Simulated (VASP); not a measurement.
Input of a VASP 6.6.1 run:

Contents of INCAR:

```
PREC     = Accurate       # precision mode
ENCUT    = 520            # plane-wave cutoff, eV
EDIFF    = 1E-6           # SCF threshold, eV
ISMEAR   = 0              # smearing method
SIGMA    = 0.05           # smearing width, eV
LREAL    = False          # projectors in reciprocal space
LASPH    = True           # aspherical terms in the spheres
NELM     = 100            # most SCF steps
ALGO     = Normal         # electronic algorithm
ISIF     = 2              # what is computed and relaxed
LWAVE    = False          # write WAVECAR
LCHARG   = True           # write CHGCAR
GGA      = PE             # functional
LELF     = True           # ELF
LVHAR    = True         
NBANDS   = 28             # bands
```

KPOINTS

```
regular mesh
0
Gamma
  8 8 8
```

POSCAR

```
SrTiO3
1.0
    3.9364094381      0.0000000000      0.0000000000
    0.0000000000      3.9364094381      0.0000000000
    0.0000000000      0.0000000000      3.9364094381
Sr Ti O
1 1 3
Direct
    0.0393892560      0.0000000000      0.0000000000
    0.4722367418      0.5000000000      0.5000000000
   -0.0396341310      0.5000000000      0.5000000000
    0.4534897098      0.0000000000      0.5000000000
    0.4534897098      0.5000000000      0.0000000000
```

Potentials or basis: VASP PAW PBE potentials, release 64 (Sr_sv, Ti_sv, O).

Launch:

```console
$ cat potpaw_PBE.64/Sr_sv/POTCAR potpaw_PBE.64/Ti_sv/POTCAR potpaw_PBE.64/O/POTCAR > POTCAR
$ mpirun -np 1 vasp_std > vasp.out
```

Task: Predict the band gap on the k mesh.

Result: 1.79 eV, indirect (least direct gap 2.18 eV).

Task: Predict the largest force.

Result: 1.108 eV/Å.

Task: What does it give for the pressure?

Result: 3.0 GPa.

Forces on the atoms (eV/Å):
```
Sr  -1.108  0.000  0.000
Ti   0.834  0.000  0.000
O   -0.039  0.000  0.000
O    0.156  0.000  0.000
O    0.156  0.000  0.000
```

Caveat: the cell differs from its parent crystal (mode 1 frozen in at -0.096 Å and mode 7 at +0.173 Å (largest displacements)); forces of over 1 eV/Å act on the atoms, so gaps and moduli don't describe the material at rest. A k mesh can miss the band edges.
